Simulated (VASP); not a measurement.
# Eu (Im-3m) in VASP: single point with PBE

Aim: the single point of Eu with PBE.

Program: VASP 6.6.1. These are calculated values, not measurements. Logs are shortened: lines on timing, memory, paths and dates and some standing lists are left out, and cuts for length are marked.

## Step 1: The cell of the first run

It takes space group Im-3m (No. 229, cubic). The conventional cell has a = 4.388 Å, b = 4.388 Å, c = 4.388 Å, α = 90.00°, β = 90.00°, γ = 90.00°. Eu (site symmetry m-3m) has 14 Eu at 3.80 to 4.39 Å within 5.0 Å.

## Step 2: Single point, PBE, collinear spin, ferromagnetic start (42.24 Å³/atom)

INCAR

```
SYSTEM = Eu
ALGO     = Normal         ! electronic algorithm
EDIFF    = 1E-7           ! SCF threshold, eV
ENCUT    = 520            ! plane-wave cutoff, eV
GGA      = PE             ! functional
ISIF     = 2              ! what is computed and relaxed
ISMEAR   = -1             ! smearing method
ISPIN    = 2              ! spin polarisation
LASPH    = .TRUE.         ! aspherical terms in the spheres
LCHARG   = .FALSE.        ! write CHGCAR
LMAXMIX  = 6              ! l up to which the mixer works
LORBIT   = 11             ! projections on sites
LREAL    = .FALSE.        ! projectors in reciprocal space
LWAVE    = .FALSE.        ! write WAVECAR
MAGMOM   = 7              ! initial moments
NBANDS   = 18             ! bands
NELM     = 150            ! most SCF steps
PREC     = Accurate       ! precision mode
SIGMA    = 0.05           ! smearing width, eV
```

KPOINTS

```
k-points
0
G
  14 14 14
  0 0 0
```

POSCAR

```
Eu
1.0
   -2.1939572467      2.1939572467      2.1939572467
    2.1939572467     -2.1939572467      2.1939572467
    2.1939572467      2.1939572467     -2.1939572467
Eu
1
Direct
    0.0000000000      0.0000000000      0.0000000000
```

Potentials or basis: VASP PAW PBE potentials, release 64 (Eu).

Run with:

```bash
$ cat potpaw_PBE.64/Eu/POTCAR > POTCAR
$ mpirun -np 1 vasp_std > vasp.out
```

OUTCAR:

```text
SYSTEM = Eu
   EDIFF = 1E-7
   ENCUT = 520
   GGA = PE
   ISIF = 2
   ISMEAR = -1
   ISPIN = 2
   LASPH = .TRUE.
   LORBIT = 11
   LREAL = .FALSE.
   NELM = 150
   PREC = Accurate

 ion  position               nearest neighbor table
   1  0.000  0.000  0.000-

  LATTYP: Found a body centered cubic cell.
 ALAT       =     4.3879144934

  Lattice vectors:

 A1 = (  -2.1939572467,   2.1939572467,   2.1939572467)
 A2 = (   2.1939572467,  -2.1939572467,   2.1939572467)
 A3 = (   2.1939572467,   2.1939572467,  -2.1939572467)

Analysis of symmetry for initial positions (statically):
=====================================================================
 Subroutine PRICEL returns:
 Original cell was already a primitive cell.

 Routine SETGRP: Setting up the symmetry group for a
 body centered cubic supercell.

 Subroutine GETGRP returns: Found 48 space group operations
 (whereof 48 operations were pure point group operations)
 out of a pool of 48 trial point group operations.

The static configuration has the point symmetry O_h .

Analysis of symmetry for dynamics (positions and initial velocities):
=====================================================================
 Subroutine PRICEL returns:
 Original cell was already a primitive cell.

 Routine SETGRP: Setting up the symmetry group for a
 body centered cubic supercell.

 Subroutine GETGRP returns: Found 48 space group operations
 (whereof 48 operations were pure point group operations)
 out of a pool of 48 trial point group operations.

The dynamic configuration has the point symmetry O_h .

Analysis of structural, dynamic, and magnetic symmetry:
=====================================================================
 Subroutine PRICEL returns:
 Original cell was already a primitive cell.

 Routine SETGRP: Setting up the symmetry group for a
 body centered cubic supercell.

 Subroutine GETGRP returns: Found 48 space group operations
 (whereof 48 operations were pure point group operations)
 out of a pool of 48 trial point group operations.

The overall configuration has the point symmetry O_h .

 Subroutine INISYM returns: Found 48 space group operations
 (whereof 48 operations are pure point group operations),
 and found     1 'primitive' translations

----------------------------------------------------------------------------------------

                                     Primitive cell

  volume of cell :      42.2420

  direct lattice vectors                    reciprocal lattice vectors
    -2.193957247  2.193957247  2.193957247     0.000000000  0.227898698  0.227898698
     2.193957247 -2.193957247  2.193957247     0.227898698  0.000000000  0.227898698
     2.193957247  2.193957247 -2.193957247     0.227898698  0.227898698  0.000000000

  length of vectors
     3.800045421  3.800045421  3.800045421     0.322297430  0.322297430  0.322297430

  position of ions in fractional coordinates (direct lattice)
     0.000000000  0.000000000  0.000000000

  ion indices of the primitive-cell ions
   primitive index   ion index
                 1           1

----------------------------------------------------------------------------------------

 KPOINTS: k-points

Automatic generation of k-mesh.
 Grid dimensions read from file:
 generate k-points for:   14   14   14

 Generating k-lattice:

  Cartesian coordinates                     Fractional coordinates (reciprocal lattice)
     0.000000000  0.016278478  0.016278478     0.071428571  0.000000000  0.000000000
     0.016278478  0.000000000  0.016278478     0.000000000  0.071428571  0.000000000
     0.016278478  0.016278478  0.000000000     0.000000000  0.000000000  0.071428571

  Length of vectors
     0.023021245  0.023021245  0.023021245

  Shift w.r.t. Gamma in fractional coordinates (k-lattice)
     0.000000000  0.000000000  0.000000000

 Subroutine IBZKPT returns following result:
 ===========================================

 Found    104 irreducible k-points:

 Following reciprocal coordinates:
            Coordinates               Weight
  0.000000  0.000000  0.000000      1.000000
  0.071429  0.000000  0.000000     12.000000
  0.142857  0.000000  0.000000     12.000000
  0.214286  0.000000  0.000000     12.000000
  0.285714  0.000000  0.000000     12.000000
  0.357143  0.000000  0.000000     12.000000
[... 16 lines left out ...]
  0.285714  0.285714  0.000000     24.000000
  0.357143  0.285714  0.000000     24.000000
 [... further k-points ...]
   k-points           NKPTS =    104   k-points in BZ     NKDIM =    104   number of bands    NBANDS=     18
   number of dos      NEDOS =    301   number of ions     NIONS =      1
   total plane-waves  NPLWV =  21952
   dimension x,y,z NGX =    28 NGY =   28 NGZ =   28
   dimension x,y,z NGXF=    56 NGYF=   56 NGZF=   56
   ions per type =               1
   NGX,Y,Z   is equivalent  to a cutoff of  12.25, 12.25, 12.25 a.u.
   NGXF,Y,Z  is equivalent  to a cutoff of  24.50, 24.50, 24.50 a.u.
 SYSTEM =  Eu
   PREC   = accura    normal or accurate (medium, high low for compatibility)
   ISTART =      0    job   : 0-new  1-cont  2-samecut
   ICHARG =      2    charge: 1-file 2-atom 10-const
   ISPIN  =      2    spin polarized calculation?
   LNONCOLLINEAR =      F non collinear calculations
   LSORBIT =      F    spin-orbit coupling
   LASPH  =      T    aspherical Exc in radial PAW
   ENCUT  =  520.0 eV  38.22 Ry    6.18 a.u.   7.07  7.07  7.07*2*pi/ulx,y,z
   NELM   =    150;   NELMIN=  2; NELMDL= -5     # of ELM steps
   EDIFF  = 0.1E-06   stopping-criterion for ELM
   LREAL  =      F    real-space projection
   EDIFFG = 0.1E-05   stopping-criterion for IOM
   NSW    =      0    number of steps for IOM
   IBRION =     -1    ionic relax: 0-MD 1-quasi-New 2-CG
   NFREE  =      0    steps in history (QN), initial steepest desc. (CG)
   ISIF   =      2    stress and relaxation
   ISYM   =      2    0-nonsym 1-usesym 2-fastsym
   POTIM  = 0.5000    time-step for ionic-motion
   TEBEG  =    0.0;   TEEND  =   0.0 temperature during run
   PSTRESS=    0.0 pullay stress
   NELECT =      17.0000    total number of electrons
   NUPDOWN=      -1.0000    fix difference up-down
   EMIN   =  10.00;   EMAX   =-10.00  energy-range for DOS
   EFERMI =   0.00;   METHOD = LEGACY
   ISMEAR =    -1;   SIGMA  =   0.05  broadening in eV -4-tet -1-fermi 0-gaus
   EFERMI_NEDOS =   21; number of points for ismear=-14 and -15
   IALGO  =     38    algorithm
   IMIX   =      4    mixing-type and parameters
     AMIX     =   0.40;   BMIX     =  1.00
     AMIX_MAG =   1.60;   BMIX_MAG =  1.00
  volume/ion in A,a.u.               =      42.24       285.06
  Fermi-wavevector in a.u.,A,eV,Ry     =   1.208675  2.284065 19.876697  1.460896
  Thomas-Fermi vector in A             =   2.344276
   LORBIT       =     11    0 simple, 1 ext, 2 COOP (PROOUT), +10 PAW based schemes
   GGA     = PE    functional components
   LHFCALC =     F    Hartree Fock is set to
   AEXX    =    0.0000 exact exchange contribution
   IVDW    =     0    specifies the selected vdW correction
   LEPSILON=     F    determine dielectric tensor
   LRPA    =     F    only Hartree local field effects (RPA)
 spin polarized calculation
  energy-cutoff  :      520.00
  volume of cell :       42.24
 maximum number of plane-waves:      1157
   NGX = 15   NGY = 15   NGZ = 15

 number of electron      16.9999992 magnetization       7.2576390

 Free energy of the ion-electron system (eV)
  ---------------------------------------------------
  ext. energy  EPLUGINS =         0.00000000
  ---------------------------------------------------
  free energy    TOTEN  =       -11.44357008 eV

  energy without entropy =      -11.43066745  energy(sigma->0) =      -11.43711877

 E-fermi :   2.0973     XC(G=0):  -8.8124

 val. band max:        2.0913938659   @ k =  -0.4286   0.4286   0.3571
 cond. band min:       2.1005926525   @ k =   0.2857   0.2857   0.0000
 fundamental gap:      0.0091987866
 Fermi energy:         2.0973149237

 spin component 1

 k-point     1 :       0.0000    0.0000    0.0000
  band No.  band energies     occupation
      1     -39.5534      1.00000
      2     -18.1103      1.00000
      3     -18.1103      1.00000
      4     -18.1103      1.00000
      5      -2.2693      1.00000
      6       1.5682      0.99997
[... 10 lines left out ...]
     17       5.6257      0.00000
     18      11.5565      0.00000

 k-point     2 :       0.0714    0.0000    0.0000
  band No.  band energies     occupation
      1     -39.5517      1.00000
      2     -18.1331      1.00000
      3     -18.1175      1.00000
      4     -18.1103      1.00000
      5      -2.1513      1.00000
      6       1.5670      0.99998
[... 10 lines left out ...]
     17       5.6312      0.00000
     18      11.6696      0.00000

 k-point     3 :       0.1429    0.0000    0.0000
  band No.  band energies     occupation
      1     -39.5469      1.00000
      2     -18.1964      1.00000
      3     -18.1376      1.00000
      4     -18.1106      1.00000
      5      -1.8110      1.00000
      6       1.5639      0.99998
[... 412 lines left out ...]
 k-point    23 :       0.2857    0.2857    0.0000
  band No.  band energies     occupation
      1     -39.5161      1.00000
      2     -18.4612      1.00000
      3     -18.3446      1.00000
      4     -18.1622      1.00000
      5       1.1879      1.00000
      6       1.5568      0.99998
[... 10 lines left out ...]
     17       7.9313      0.00000
     18       8.6841      0.00000

 k-point    24 :       0.3571    0.2857    0.0000
  band No.  band energies     occupation
      1     -39.5151      1.00000
      2     -18.4442      1.00000
      3     -18.3773      1.00000
      4     -18.1645      1.00000
      5       1.3346      1.00000
      6       1.5662      0.99998
[... 10 lines left out ...]
     17       7.4944      0.00000
     18       9.2228      0.00000

 [... further k-points ...]

 spin component 2

 k-point     1 :       0.0000    0.0000    0.0000
  band No.  band energies     occupation
      1     -36.4323      1.00000
      2     -15.7876      1.00000
      3     -15.7876      1.00000
      4     -15.7876      1.00000
      5      -1.5313      1.00000
      6       4.8926      0.00000
[... 10 lines left out ...]
     17       6.7283      0.00000
     18      12.5974      0.00000

 k-point     2 :       0.0714    0.0000    0.0000
  band No.  band energies     occupation
      1     -36.4300      1.00000
      2     -15.8167      1.00000
      3     -15.7965      1.00000
      4     -15.7877      1.00000
      5      -1.4077      1.00000
      6       4.7666      0.00000
[... 10 lines left out ...]
     17       6.8162      0.00000
     18      12.7159      0.00000

 k-point     3 :       0.1429    0.0000    0.0000
  band No.  band energies     occupation
      1     -36.4238      1.00000
      2     -15.8975      1.00000
      3     -15.8214      1.00000
      4     -15.7882      1.00000
      5      -1.0525      1.00000
      6       4.4758      0.00000
[... 412 lines left out ...]
 k-point    23 :       0.2857    0.2857    0.0000
  band No.  band energies     occupation
      1     -36.3836      1.00000
      2     -16.2293      1.00000
      3     -16.0823      1.00000
      4     -15.8529      1.00000
      5       2.1006      0.48362
      6       2.9069      0.00000
[... 10 lines left out ...]
     17       9.2195      0.00000
     18      10.0100      0.00000

 k-point    24 :       0.3571    0.2857    0.0000
  band No.  band energies     occupation
      1     -36.3822      1.00000
      2     -16.2080      1.00000
      3     -16.1234      1.00000
      4     -15.8557      1.00000
      5       2.3321      0.00906
      6       3.0054      0.00000
[... 10 lines left out ...]
     17       8.8319      0.00000
     18      10.5321      0.00000

 [... further k-points ...]

------------------------ aborting loop because EDIFF is reached ----------------------------------------

  FORCE on cell =-STRESS in cart. coord.  units (eV):
  Direction    XX          YY          ZZ          XY          YZ          ZX
  --------------------------------------------------------------------------------------
  -------------------------------------------------------------------------------------
  Total       -0.0797739     -0.0797739     -0.0797739      0.0000000     -0.0000000      0.0000000
  in kB       -3.0257061     -3.0257061     -3.0257061      0.0000000     -0.0000000      0.0000000
  external PRESSURE =      -3.0257061 kB  Pullay stress =       0.0000000 kB

 VOLUME and BASIS-vectors are now :
 -----------------------------------------------------------------------------
  energy-cutoff  :      520.00
  volume of cell :       42.24
      direct lattice vectors                 reciprocal lattice vectors
    -2.193957247  2.193957247  2.193957247     0.000000000  0.227898698  0.227898698
     2.193957247 -2.193957247  2.193957247     0.227898698  0.000000000  0.227898698
     2.193957247  2.193957247 -2.193957247     0.227898698  0.227898698  0.000000000

 POSITION                                       TOTAL-FORCE (eV/Angst)
 -----------------------------------------------------------------------------------
      0.00000      0.00000      0.00000         0.000000     -0.000000      0.000000
 -----------------------------------------------------------------------------------
    total drift:                               -0.000000     -0.000000     -0.000000

  FREE ENERGIE OF THE ION-ELECTRON SYSTEM (eV)
  ---------------------------------------------------
  free  energy   TOTEN  =       -11.4435700818 eV

  energy  without entropy=      -11.4306674544  energy(sigma->0) =      -11.43711877

 total charge

# of ion       s       p       d       f       tot
--------------------------------------------------
    1        2.085   5.711   0.291   6.645  14.732

 magnetization (x)

# of ion       s       p       d       f       tot
--------------------------------------------------
    1       -0.004  -0.096   0.123   6.642   6.666
```

Run time: 5.3 min. Hardware: 1 thread of Intel Xeon 8259CL, shared host; peak memory 0.28 GiB.

Results:

```yaml
Free_energy: -11.4436 eV
Pressure: -0.3 GPa
Net_moment: 7.26 μB per cell
Site_moments: Eu +6.67 μB
Valence_electrons_inside_the_program's_atomic_spheres: Eu 14.73
```

Caveat: spin-orbit coupling is left out, which moves the levels of the heavy elements; semilocal functionals describe open f shells poorly, which spoils levels, moments and volumes. The state reached can hang on the start; a lower one may exist.
